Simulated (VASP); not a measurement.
# K8Mg7F25 (a cell with a defect) in VASP: single point with PBEsol

Aim: the single point of K8Mg7F25 (a cell with a defect) with PBEsol.

Everything below comes from runs of VASP 6.6.1. Logs are shortened: lines on timing, memory, paths and dates and some standing lists are left out, and cuts for length are marked.

## (1) The cell of the first run

The cell holds a defect, 40 atoms: a = 7.983 Å, b = 7.983 Å, c = 7.983 Å, α = 90.00°, β = 90.00°, γ = 90.00°.

## (2) Single point, PBEsol, collinear spin

INCAR reads:

```
PREC = Accurate
ENCUT = 520
EDIFF = 1E-6
ISMEAR = -1
SIGMA = 0.05
LREAL = Auto
LASPH = T
NELM = 200
ALGO = Normal
ISIF = 2
LWAVE = F
LCHARG = T
ISPIN = 2
MAGMOM = 0 0 0 0 0 0 0 0 0.143 0.143 0.143 0 0 0 0 0 0 0.143 0 0 0 0.143 0 0 0 0.143 0 0.143 0 0 0 0 0 0 0 0 0 0 0 0
LORBIT = 11
NUPDOWN = 1.0
GGA = PS
LELF = T
LVHAR = T
ISYM = -1
NBANDS = 160
GGA_COMPAT = F
```

KPOINTS reads:

```
explicit points
1
Reciprocal
  0.25000000   0.25000000   0.25000000 1
```

POSCAR reads:

```
K8Mg7F25
1.0
    7.9825440000      0.0000000000      0.0000000000
    0.0000000000      7.9825440000      0.0000000000
    0.0000000000      0.0000000000      7.9825440000
K F Mg
8 25 7
Direct
    0.0029120000      0.0045760000      0.0036840000
    0.0031260000      0.0047860000      0.4961700000
    0.0035610000      0.4961490000      0.0038630000
    0.0035160000      0.4957900000      0.4961770000
    0.4951310000      0.0048160000      0.0041310000
    0.4951840000      0.0043890000      0.4960040000
    0.4956570000      0.4953780000      0.0039160000
    0.4959130000      0.4956400000      0.4963350000
    0.2491220000      0.2502550000      0.2502000000
    0.2484970000      0.2501400000      0.9920060000
    0.2499140000      0.2498240000      0.5081850000
    0.2492640000      0.7498600000      0.0007900000
    0.2495190000      0.7505060000      0.4994200000
    0.7492490000      0.2502010000      0.0005180000
    0.7496990000      0.2502140000      0.4996090000
    0.7494900000      0.7501580000      0.0009070000
    0.7492680000      0.7501390000      0.4992320000
    0.9912920000      0.2525630000      0.2491850000
    0.9998560000      0.2502450000      0.7500300000
    0.0000550000      0.7483530000      0.2502150000
    0.0002410000      0.7502230000      0.7499800000
    0.5074720000      0.2477050000      0.2510970000
    0.4989940000      0.2502810000      0.7500680000
    0.4986710000      0.7519210000      0.2501190000
    0.4985620000      0.7500580000      0.7501790000
    0.2456320000      0.9910990000      0.2486470000
    0.2494330000      0.0005670000      0.7501760000
    0.2534700000      0.5093730000      0.2504310000
    0.2494970000      0.4998960000      0.7499250000
    0.7507040000      0.0005180000      0.2499560000
    0.7492270000      0.0009330000      0.7499940000
    0.7481810000      0.4998520000      0.2500820000
    0.7495590000      0.4994340000      0.7500860000
    0.2494070000      0.2502580000      0.7501330000
    0.2493170000      0.7503210000      0.2501780000
    0.2494490000      0.7502410000      0.7500690000
    0.7493130000      0.2502070000      0.2500580000
    0.7494560000      0.2501810000      0.7500590000
    0.7493870000      0.7501850000      0.2500690000
    0.7493530000      0.7501780000      0.7500590000
```

Potentials or basis: VASP PAW PBE potentials, release 64 (K_sv, F, Mg).

Started as:

```console
$ cat potpaw_PBE.64/K_sv/POTCAR potpaw_PBE.64/F/POTCAR potpaw_PBE.64/Mg/POTCAR > POTCAR
$ mpirun -np 1 vasp_std > vasp.out
```

OUTCAR:

```text
PREC = Accurate
   ENCUT = 520
   EDIFF = 1E-6
   ISMEAR = -1
   LREAL = Auto
   LASPH = T
   NELM = 200
   ISIF = 2
   ISPIN = 2
   LORBIT = 11
   NUPDOWN = 1.0
   GGA = PS
   ISYM = -1

 ion  position               nearest neighbor table
   1  0.003  0.005  0.004-  26 2.75  10 2.77  18 2.79  30 2.81  14 2.82  19 2.82  27 2.82  12 2.83
                            20 2.84  37 3.44  34 3.44  35 3.44  38 3.47  39 3.48  36 3.48  40 3.51
   2  0.003  0.005  0.496-  26 2.77  11 2.78  18 2.79  30 2.81  15 2.82  19 2.82  27 2.82  13 2.83
                            20 2.84  37 3.44  34 3.44  35 3.44  38 3.47  39 3.48  36 3.48  40 3.51
   3  0.004  0.496  0.004-  18 2.76  10 2.77  28 2.80  20 2.81  12 2.82  19 2.82  29 2.82  14 2.82
                            32 2.83  34 3.44  35 3.44  37 3.44  36 3.47  38 3.47  39 3.48  40 3.51
   4  0.004  0.496  0.496-  18 2.77  11 2.78  28 2.80  20 2.81  15 2.82  19 2.82  29 2.82  13 2.83
                            32 2.83  34 3.44  37 3.44  35 3.44  38 3.47  36 3.48  39 3.48  40 3.51
   5  0.495  0.005  0.004-  22 2.77  10 2.78  26 2.79  24 2.82  14 2.82  23 2.82  27 2.82  12 2.83
                            30 2.83  34 3.43  37 3.44  35 3.44  38 3.47  36 3.48  39 3.48  40 3.52
   6  0.495  0.004  0.496-  22 2.76  11 2.77  26 2.81  24 2.81  13 2.82  27 2.82  23 2.82  15 2.82
                            30 2.83  35 3.44  34 3.44  37 3.44  36 3.48  38 3.48  39 3.48  40 3.51
   7  0.496  0.495  0.004-  28 2.76  10 2.78  22 2.79  32 2.82  14 2.82  23 2.82  29 2.82  12 2.83
                            24 2.84  37 3.43  34 3.43  35 3.45  38 3.47  39 3.48  36 3.48  40 3.51
   8  0.496  0.496  0.496-  28 2.76  11 2.78  22 2.79  32 2.81  23 2.82  15 2.82  29 2.82  13 2.83
                            24 2.84  37 3.43  34 3.44  35 3.45  38 3.47  39 3.48  36 3.48  40 3.51
   9  0.249  0.250  0.250-
  10  0.248  0.250  0.992-  34 1.93   3 2.77   1 2.77   5 2.78   7 2.78
  11  0.250  0.250  0.508-  34 1.93   6 2.77   8 2.78   2 2.78   4 2.78
  12  0.249  0.750  0.001-  35 1.99  36 2.00   3 2.82   5 2.83   7 2.83   1 2.83
  13  0.250  0.751  0.499-  35 1.99  36 2.00   6 2.82   2 2.83   4 2.83   8 2.83
  14  0.749  0.250  0.001-  37 1.99  38 2.00   7 2.82   1 2.82   5 2.82   3 2.82
  15  0.750  0.250  0.500-  37 1.99  38 2.00   2 2.82   8 2.82   4 2.82   6 2.82
  16  0.749  0.750  0.001-  39 1.99  40 2.00
  17  0.749  0.750  0.499-  39 1.99  40 2.00
  18  0.991  0.253  0.249-  37 1.93   3 2.76   4 2.77   1 2.79   2 2.79
  19  1.000  0.250  0.750-  34 1.99  38 2.00   1 2.82   2 2.82   4 2.82   3 2.82
  20  0.000  0.748  0.250-  35 1.99  39 2.00   4 2.81   3 2.81   2 2.84   1 2.84
  21  0.000  0.750  0.750-  36 1.99  40 2.00
  22  0.507  0.248  0.251-  37 1.93   6 2.76   5 2.77   8 2.79   7 2.79
  23  0.499  0.250  0.750-  34 1.99  38 2.00   7 2.82   8 2.82   5 2.82   6 2.82
  24  0.499  0.752  0.250-  35 1.99  39 2.00   6 2.81   5 2.82   8 2.84   7 2.84
  25  0.499  0.750  0.750-  36 1.99  40 2.00
  26  0.246  0.991  0.249-  35 1.92   1 2.75   2 2.77   5 2.79   6 2.81
[... 7 lines left out ...]
  34  0.249  0.250  0.750-  10 1.93  11 1.93  19 1.99  23 1.99  29 1.99  27 1.99   7 3.43   5 3.43
                             4 3.44   3 3.44   8 3.44   1 3.44   2 3.44   6 3.44
  35  0.249  0.750  0.250-  26 1.92  28 1.92  13 1.99  20 1.99  24 1.99  12 1.99   6 3.44   3 3.44
                             4 3.44   5 3.44   2 3.44   1 3.44   8 3.45   7 3.45
  36  0.249  0.750  0.750-  25 1.99  21 1.99  27 2.00  29 2.00  13 2.00  12 2.00   3 3.47   6 3.48
                             4 3.48   5 3.48   1 3.48   2 3.48   8 3.48   7 3.48
  37  0.749  0.250  0.250-  22 1.93  18 1.93  14 1.99  15 1.99  32 1.99  30 1.99   7 3.43   8 3.43
                             2 3.44   5 3.44   1 3.44   6 3.44   4 3.44   3 3.44
  38  0.749  0.250  0.750-  31 1.99  33 1.99  19 2.00  15 2.00  14 2.00  23 2.00   1 3.47   8 3.47
                             7 3.47   2 3.47   4 3.47   5 3.47   3 3.47   6 3.48
  39  0.749  0.750  0.250-  16 1.99  17 1.99  32 2.00  30 2.00  20 2.00  24 2.00   8 3.48   1 3.48
                             6 3.48   3 3.48   2 3.48   4 3.48   7 3.48   5 3.48
  40  0.749  0.750  0.750-  33 2.00  31 2.00  25 2.00  17 2.00  16 2.00  21 2.00   1 3.51   8 3.51
                             3 3.51   2 3.51   7 3.51   4 3.51   6 3.51   5 3.52

IMPORTANT INFORMATION: All symmetrisations will be switched off!
NOSYMM: (Re-)initialisation of all symmetry stuff for point group C_1.

----------------------------------------------------------------------------------------

                                     Primitive cell

  volume of cell :     508.6558

  direct lattice vectors                    reciprocal lattice vectors
     7.982544000  0.000000000  0.000000000     0.125273346  0.000000000  0.000000000
     0.000000000  7.982544000  0.000000000     0.000000000  0.125273346  0.000000000
     0.000000000  0.000000000  7.982544000     0.000000000  0.000000000  0.125273346

  length of vectors
     7.982544000  7.982544000  7.982544000     0.125273346  0.125273346  0.125273346

  position of ions in fractional coordinates (direct lattice)
     0.002912000  0.004576000  0.003684000
     0.003126000  0.004786000  0.496170000
     0.003561000  0.496149000  0.003863000
     0.003516000  0.495790000  0.496177000
     0.495131000  0.004816000  0.004131000
[... 110 lines left out ...]
   EDIFFG = 0.1E-04   stopping-criterion for IOM
   NSW    =      0    number of steps for IOM
   IBRION =     -1    ionic relax: 0-MD 1-quasi-New 2-CG
   NFREE  =      0    steps in history (QN), initial steepest desc. (CG)
   ISIF   =      2    stress and relaxation
   ISYM   =     -1    0-nonsym 1-usesym 2-fastsym
   POTIM  = 0.5000    time-step for ionic-motion
   TEBEG  =    0.0;   TEEND  =   0.0 temperature during run
   PSTRESS=    0.0 pullay stress
   NELECT =     261.0000    total number of electrons
   NUPDOWN=       1.0000    fix difference up-down
   EMIN   =  10.00;   EMAX   =-10.00  energy-range for DOS
   EFERMI =   0.00;   METHOD = LEGACY
   ISMEAR =    -1;   SIGMA  =   0.05  broadening in eV -4-tet -1-fermi 0-gaus
   EFERMI_NEDOS =   21; number of points for ismear=-14 and -15
   IALGO  =     38    algorithm
   IMIX   =      4    mixing-type and parameters
     AMIX     =   0.40;   BMIX     =  1.00
     AMIX_MAG =   1.60;   BMIX_MAG =  1.00
  volume/ion in A,a.u.               =      12.72        85.81
  Fermi-wavevector in a.u.,A,eV,Ry     =   1.310631  2.476733 23.371447  1.717753
  Thomas-Fermi vector in A             =   2.441148
   LORBIT       =     11    0 simple, 1 ext, 2 COOP (PROOUT), +10 PAW based schemes
   GGA     = PS    functional components
   LHFCALC =     F    Hartree Fock is set to
   AEXX    =    0.0000 exact exchange contribution
   IVDW    =     0    specifies the selected vdW correction
   LEPSILON=     F    determine dielectric tensor
   LRPA    =     F    only Hartree local field effects (RPA)
 spin polarized calculation
  energy-cutoff  :      520.00
  volume of cell :      508.66
 maximum number of plane-waves:     13679
 NGX is ok and might be reduce to    60
   NGX = 29   NGY = 29   NGZ = 29

 number of electron     260.9999716 magnetization       0.9999996

 Free energy of the ion-electron system (eV)
  ---------------------------------------------------
  ext. energy  EPLUGINS =         0.00000000
  ---------------------------------------------------
  free energy    TOTEN  =      -188.88479719 eV

  energy without entropy =     -188.87590202  energy(sigma->0) =     -188.88034961

 E-fermi :  -1.5570     XC(G=0):  -9.9108

 val. band max:       -1.9414921380   @ k =   0.2500   0.2500   0.2500
 cond. band min:      -1.4714303162   @ k =   0.2500   0.2500   0.2500
 fundamental gap:      0.4700618218
 Fermi energy:        -1.6869946795

 spin component 1

 k-point     1 :       0.2500    0.2500    0.2500
  band No.  band energies     occupation
      1     -27.2887      1.00000
      2     -27.2721      1.00000
      3     -27.2692      1.00000
      4     -27.2627      1.00000
      5     -27.2563      1.00000
      6     -27.2533      1.00000
[... 134 lines left out ...]
    141       8.6300      0.00000
    142       9.0041      0.00000
 Fermi energy:        -1.5569528274

 spin component 2

 k-point     1 :       0.2500    0.2500    0.2500
  band No.  band energies     occupation
      1     -27.2886      1.00000
      2     -27.2721      1.00000
      3     -27.2695      1.00000
      4     -27.2628      1.00000
      5     -27.2565      1.00000
      6     -27.2536      1.00000
[... 134 lines left out ...]
    141       8.6288      0.00000
    142       9.0186      0.00000
 [bands above 142 left out]

------------------------ aborting loop because EDIFF is reached ----------------------------------------

  FORCE on cell =-STRESS in cart. coord.  units (eV):
  Direction    XX          YY          ZZ          XY          YZ          ZX
  --------------------------------------------------------------------------------------
  -------------------------------------------------------------------------------------
  Total        2.1581973      2.9332871      2.1584755     -0.2553190     -0.2542062     -0.1965927
  in kB        6.7979469      9.2393451      6.7988230     -0.8042104     -0.8007053     -0.6192330
  external PRESSURE =       7.6120384 kB  Pullay stress =       0.0000000 kB

 VOLUME and BASIS-vectors are now :
 -----------------------------------------------------------------------------
  energy-cutoff  :      520.00
  volume of cell :      508.66
      direct lattice vectors                 reciprocal lattice vectors
     7.982544000  0.000000000  0.000000000     0.125273346  0.000000000  0.000000000
     0.000000000  7.982544000  0.000000000     0.000000000  0.125273346  0.000000000
     0.000000000  0.000000000  7.982544000     0.000000000  0.000000000  0.125273346

 POSITION                                       TOTAL-FORCE (eV/Angst)
 -----------------------------------------------------------------------------------
      0.02325      0.03653      0.02941         0.006075      0.010038      0.007537
      0.02495      0.03820      3.96070         0.007776      0.007729     -0.009217
      0.02843      3.96053      0.03084         0.007328     -0.009380      0.010978
      0.02807      3.95767      3.96075         0.008952     -0.008692     -0.011013
      3.95240      0.03844      0.03298        -0.006457      0.000714      0.002100
      3.95283      0.03504      3.95937        -0.006564      0.005237     -0.001269
[... 32 lines left out ...]
      5.98201      5.98838      1.99619        -0.000798     -0.001483     -0.001222
      5.98174      5.98833      5.98738         0.000871      0.000606      0.001567
 -----------------------------------------------------------------------------------
    total drift:                               -0.013604     -0.007909     -0.010710

  FREE ENERGIE OF THE ION-ELECTRON SYSTEM (eV)
  ---------------------------------------------------
  free  energy   TOTEN  =      -188.8847971856 eV

  energy  without entropy=     -188.8759020249  energy(sigma->0) =     -188.88034961

 total charge

# of ion       s       p       d       tot
------------------------------------------
    1        1.954   5.577   0.027   7.559
    2        1.954   5.577   0.027   7.558
    3        1.954   5.577   0.027   7.559
    4        1.954   5.577   0.027   7.558
    5        1.954   5.577   0.027   7.558
    6        1.954   5.577   0.027   7.559
[... 32 lines left out ...]
   39        0.126   0.160   0.078   0.365
   40        0.125   0.157   0.076   0.358
--------------------------------------------------
tot         59.879 154.466   0.790 215.136

 magnetization (x)

# of ion       s       p       d       tot
------------------------------------------
    1       -0.000  -0.000  -0.000  -0.000
    2       -0.000  -0.000  -0.000  -0.000
    3       -0.000  -0.000  -0.000  -0.000
    4       -0.000  -0.000  -0.000  -0.000
    5       -0.000  -0.000  -0.000  -0.000
    6       -0.000  -0.000  -0.000  -0.000
[... 32 lines left out ...]
   39        0.000   0.000  -0.000   0.000
   40        0.000   0.000   0.000   0.000
--------------------------------------------------
tot          0.014   0.927   0.003   0.943
```

It took 10 min on 1 thread of Intel Xeon Platinum 8259CL at 2.50GHz (Skylake/Cascade Lake), shared host; peak memory 0.7 GiB.

Results:

```yaml
Free_energy: -188.8848 eV
Pressure: 0.8 GPa
Largest_force: 0.038 eV/Å
Net_moment: 1.00 μB per cell
Site_moments: K -0.00; F +0.45, +0.24, -0.02, +0.01, -0.00, -0.25, -0.26 (each value once); Mg +0.01, -0.01, +0.00 (each value once) μB
Valence_electrons_inside_the_program's_atomic_spheres: K 7.56; F 5.72, 6.03, 6.12, 6.04 (each value once); Mg 0.39, 0.40, 0.36 (each value once)
```

Forces in eV/Å, atoms in the order of the input:
```
K    0.006  0.010  0.008
K    0.008  0.008 -0.009
K    0.007 -0.009  0.011
K    0.009 -0.009 -0.011
K   -0.006  0.001  0.002
K   -0.007  0.005 -0.001
K   -0.008 -0.003  0.006
K   -0.010 -0.008 -0.004
F    0.003  0.003 -0.002
F    0.003  0.003 -0.009
F    0.002  0.001  0.012
F   -0.001  0.000 -0.011
F   -0.002  0.005  0.010
F   -0.008 -0.001 -0.004
F    0.003  0.001  0.001
F   -0.001  0.000 -0.003
F    0.001  0.001  0.004
F   -0.009  0.003 -0.002
F   -0.005  0.000 -0.007
F   -0.011  0.001  0.000
F   -0.004  0.003 -0.001
F    0.009 -0.001  0.000
F    0.000  0.000  0.007
F    0.015  0.000  0.000
F    0.004  0.002  0.000
F   -0.005 -0.036 -0.001
F   -0.001 -0.002 -0.001
F    0.005  0.037  0.006
F   -0.005  0.000  0.001
F    0.002 -0.002  0.002
F    0.001 -0.001  0.000
F   -0.001  0.003  0.001
F   -0.002  0.001  0.000
Mg   0.001 -0.002 -0.002
Mg   0.004 -0.010 -0.003
Mg   0.000 -0.002  0.001
Mg   0.004  0.000 -0.001
Mg  -0.002  0.000  0.000
Mg  -0.001 -0.001 -0.001
Mg   0.001  0.001  0.002
```

Caveat: the PAW data sets were made with another functional, which shifts forces and pressure a little; the total moment is fixed, so each spin has its own Fermi level and the state may be an excited one.
